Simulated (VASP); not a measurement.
Here is a VASP 6.6.1 calculation.

The input INCAR:

```
SYSTEM = K
PREC = Accurate ; ENCUT = 520
EDIFF = 1E-6 ; ISMEAR = -1
SIGMA = 0.08 ; LREAL = .FALSE.
LASPH = .TRUE. ; NELM = 80
ALGO = Normal ; ISIF = 2
LWAVE = .FALSE. ; LCHARG = .FALSE.
GGA = PE ; NBANDS = 10
```

The input KPOINTS:

```
regular mesh
0
G
  10 10 10
  0 0 0
```

Contents of POSCAR:

```
K
1.0
    3.9090087601      0.0000000000      0.0000000000
    0.0000000000      3.9090087601      0.0000000000
    0.0000000000      0.0000000000      3.9090087601
K
1
Direct
    0.0000000000      0.0000000000      0.0000000000
```

Potentials or basis: VASP PAW PBE potentials, release 64 (K_sv).

The run is started by

```console
$ cat potpaw_PBE.64/K_sv/POTCAR > POTCAR
$ mpirun -np 1 vasp_std > vasp.out
```

Q: Estimate the pressure.

A: 1.3 GPa.
